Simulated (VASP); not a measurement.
Here is a VASP 6.6.1 calculation.

INCAR

```
SYSTEM = CuO
ALGO = Normal
EDIFF = 1E-7
EDIFFG = -0.01
ENCUT = 520
GGA = PE
IBRION = 2
ISIF = 2
ISMEAR = -1
LASPH = .True.
LCHARG = .False.
LREAL = .False.
LWAVE = .False.
NELM = 100
NSW = 60
PREC = Accurate
SIGMA = 0.05
```

File KPOINTS:

```
k-points
0
Gamma
  8 8 5
  0 0 0
```

POSCAR

```
CuO
1.0
    2.3680965000     -1.7305340000      0.0000000000
    2.3680965000      1.7305340000      0.0000000000
   -0.8691598988      0.0000000000      5.0594363927
Cu O
2 2
Direct
    0.4968000000      0.0032000000      0.5000000000
    0.0032000000      0.4968000000      0.0000000000
    0.4056000000      0.5714000000      0.7537000000
    0.5714000000      0.4056000000      0.2537000000
```

Potentials or basis: VASP PAW PBE potentials, release 64 (Cu, O).

Run with:

```console
$ cat potpaw_PBE.64/Cu/POTCAR potpaw_PBE.64/O/POTCAR > POTCAR
$ mpirun -np 1 vasp_std > vasp.out
```

(1) Predict the energy gained by relaxing.

(2) What does it give for the band gap on the k mesh?

## Answers

(1) 15.0 meV/atom.

(2) zero (bands 17 and 18 overlap by 0.51 eV).

Caveat: semilocal functionals often make such compounds metallic where correlation or magnetic order opens a gap, which also shifts bond lengths.
